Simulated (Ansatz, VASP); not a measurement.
**Mg6O5 in VASP and in Ansatz**

INCAR

```
PREC     = Accurate       # precision mode
ENCUT    = 520            # plane-wave cutoff, eV
EDIFF    = 1E-6           # SCF threshold, eV
ISMEAR   = 0              # smearing method
SIGMA    = 0.05           # smearing width, eV
LREAL    = F              # projectors in reciprocal space
LASPH    = T              # aspherical terms in the spheres
NELM     = 100            # most SCF steps
ALGO     = Normal         # electronic algorithm
ISIF     = 2              # what is computed and relaxed
LWAVE    = F              # write WAVECAR
LCHARG   = F              # write CHGCAR
GGA      = PS             # functional
NBANDS   = 32             # bands
```

File KPOINTS:

```
regular mesh
0
Gamma
  4 4 4
```

Contents of POSCAR:

```
Mg6O5
1.0
    5.5908553621      0.0000000000      0.0000000000
    0.0000000000      5.5908553621      0.0000000000
    0.0000000000      0.0000000000      5.5908553621
Mg O
6 5
Direct
    0.2500000000      0.0000000000      0.5000000000
    0.0000000000      0.5000000000      0.2500000000
    0.5000000000      0.7500000000      0.0000000000
    0.7500000000      0.0000000000      0.5000000000
    0.0000000000      0.5000000000      0.7500000000
    0.5000000000      0.2500000000      0.0000000000
    0.5000000000      0.0000000000      0.2500000000
    0.0000000000      0.7500000000      0.5000000000
    0.8125000000      0.4686988862      0.0000000000
    0.5000000000      0.0000000000      0.7500000000
    0.0000000000      0.2500000000      0.5000000000
```

Input for Ansatz:

```yaml
crystal:
  lattice:
    - [5.5908553621, 0.0, 0.0]
    - [0.0, 5.5908553621, 0.0]
    - [0.0, 0.0, 5.5908553621]
  atoms:
    - { symbol: Mg, position: [0.25, 0.0, 0.5] }
    - { symbol: Mg, position: [0.0, 0.5, 0.25] }
    - { symbol: Mg, position: [0.5, 0.75, 0.0] }
    - { symbol: Mg, position: [0.75, 0.0, 0.5] }
    - { symbol: Mg, position: [0.0, 0.5, 0.75] }
    - { symbol: Mg, position: [0.5, 0.25, 0.0] }
    - { symbol: O, position: [0.5, 0.0, 0.25] }
    - { symbol: O, position: [0.0, 0.75, 0.5] }
    - { symbol: O, position: [0.8125, 0.4686988862, 0.0] }
    - { symbol: O, position: [0.5, 0.0, 0.75] }
    - { symbol: O, position: [0.0, 0.25, 0.5] }
basis:
  ecutwfc: 420
kpoints:
  mp_grid: { grid: [4, 4, 4] }
hamiltonian:
  xc: pbesol
  pseudopotentials: { kind: paw, azcp: { folder: soft_1 } }
scf:
  occupations: { method: gaussian, width: 0.05 }
output:
  forces: true
  stress: true
  eigenvalues: true
  write_density: true
  write_potential: true
  elf: true
  volumetric_format: npy
```

Change from the starting cell: O vacancy; atom 9 moved 0.125 of the way to it and -0.175 Å across, host rigid.

Alike in both runs: task single point; functional PBEsol; k mesh 4 × 4 × 4; occupations gaussian, width 0.05 eV; no spin polarisation.

|  | VASP | Ansatz |
| --- | --- | --- |
| version | VASP 6.6.1 | Ansatz 0.2.0 |
| potentials or method | VASP PAW PBE potentials, release 64 (Mg, O), cutoff 520 eV | scalar-relativistic, plane waves, PAW |
| valence electrons in the cell | 42 | 90 |

Ansatz gave:

```
gap on the k mesh at the Fermi level (eV)                     : 0.82
least direct gap on the mesh (eV)                             : 1.85
pressure (GPa)                                                : 2.3
traceless stress, the component that is largest in VASP (GPa) : 3.99
rms of the force components (eV/Å)                            : 1.107
```

Q: What did VASP give for the same quantities?

A: gap on the k mesh at the Fermi level (eV): 0.83; least direct gap on the mesh (eV): 1.86; pressure (GPa): 2.3; traceless stress, the component that is largest in VASP (GPa): 4.11; rms of the force components (eV/Å): 1.138.

VASP's potentials were made for PBE, not for PBEsol, and Ansatz warns of the same on its side. Atom by atom the forces differ by 0.032 eV/Å (rms over components). VASP's potentials hold 42 valence electrons a cell and Ansatz's 90, so a difference there can come from the potentials and not from the codes.
